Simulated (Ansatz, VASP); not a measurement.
# Yb: VASP beside Ansatz

```
CELL_PARAMETERS angstrom
0.00000 2.50282 2.50282
2.50282 0.00000 2.50282
2.50282 2.50282 0.00000
ATOMIC_POSITIONS crystal
Yb 0.00000 0.00000 0.00000
```

Alike in both runs: task single point; functional PBE; k mesh 16 × 16 × 16; occupations gaussian, width 0.15 eV; no spin polarisation.

```csv
,VASP,Ansatz
version,VASP 6.6.1,Ansatz 0.2.0
potentials or method,"VASP PAW PBE potentials, release 64 (Yb), cutoff 520 eV","scalar-relativistic, plane waves, PAW"
valence electrons in the cell,24,24
```

|  | VASP | Ansatz | Ansatz less VASP |
| --- | --- | --- | --- |
| gap on the k mesh at the Fermi level (eV) | none | none | - |
| pressure (GPa) | 1.9 | 3.0 | +1.12 |

A gap of «none» marks a metal or a gap that the smearing closes.

Neither program's run includes spin-orbit coupling.
